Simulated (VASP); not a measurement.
As:

```
As
1.0
     2.71004   -0.01738   -0.01186
    -0.01738    2.72970    0.03326
    -0.01186    0.03326    2.67219
As
1
Direct
  0.48435 0.50553 0.49638
```

Base run:

| Item | Value |
| --- | --- |
| Program | VASP 6.6.1 |
| Functional | PBE |
| Potentials or basis | VASP PAW PBE potentials, release 64 (As) |
| Cutoff | 520 eV |
| k mesh | 11 × 11 × 11 |
| Occupations | methfessel-paxton, width 0.05 eV |
| Spin | no spin polarisation |

Its results: band gap on the k mesh zero (an odd number of electrons rules out a gap without spin polarisation); pressure 3.2 GPa.

The run is repeated on the same cell with these changes: k mesh from 11 × 11 × 11 to 16 × 16 × 16. What comes out?

Band gap on the k mesh zero (an odd number of electrons rules out a gap without spin polarisation); pressure 2.6 GPa.

Caveats: the cell stands under pressure (at least some runs).
